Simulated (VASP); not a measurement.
Wanted: the native input for a VASP 6.6.1 run.

```yaml
Task: single point
Functional: PBEsol
Potentials_or_basis: VASP PAW PBE potentials, release 64 (Zn, O)
Cutoff: 520 eV
k_mesh: 9 × 9 × 6
Occupations: gaussian, width 0.05 eV
Spin: no spin polarisation
Dipole_correction: no
Further_INCAR_settings: ALGO = Normal; EDIFF = 1e-07; NBANDS = 26
```

The structure of ZnO lies in POSCAR:

```
ZnO
1.0
    3.2309318303      0.0000000000      0.0000000000
   -1.6154659151      2.7980690429      0.0000000000
    0.0000000000      0.0000000000      5.2153681419
Zn O
2 2
Direct
    0.3333333333      0.6666666667      0.0015754469
    0.6666666667      0.3333333333      0.5015754469
    0.3333333333      0.6666666667      0.3352736727
    0.6666666667      0.3333333333      0.8352736727
```

This cell differs from its parent crystal: c/a of the conventional cell at fixed volume 1.6142.

The input as run:

INCAR

```
PREC     = Accurate       # precision mode
ENCUT    = 520            # plane-wave cutoff, eV
EDIFF    = 1E-7           # SCF threshold, eV
ISMEAR   = 0              # smearing method
SIGMA    = 0.05           # smearing width, eV
LREAL    = F              # projectors in reciprocal space
LASPH    = T              # aspherical terms in the spheres
NELM     = 100            # most SCF steps
ALGO     = Normal         # electronic algorithm
ISIF     = 2              # what is computed and relaxed
LWAVE    = F              # write WAVECAR
LCHARG   = F              # write CHGCAR
GGA      = PS             # functional
NBANDS   = 26             # bands
```

KPOINTS

```
regular mesh
0
Gamma
  9 9 6
```

Potentials or basis: VASP PAW PBE potentials, release 64 (Zn, O).

Run with:

```console
$ cat potpaw_PBE.64/Zn/POTCAR potpaw_PBE.64/O/POTCAR > POTCAR
$ mpirun -np 1 vasp_std > vasp.out
```

Results of the run:

```yaml
Pressure: 7.4 GPa
Largest_force: 3.407 eV/Å
Band_gap_on_the_k_mesh: 0.90 eV, direct
```

Caveat: the PAW data sets were made with another functional, which shifts forces and pressure a little.

Wall time 20 s on 1 thread of Intel(R) Xeon(R) 6975P-C (Granite Rapids), with other jobs on the host, peak memory 0.18 GiB.
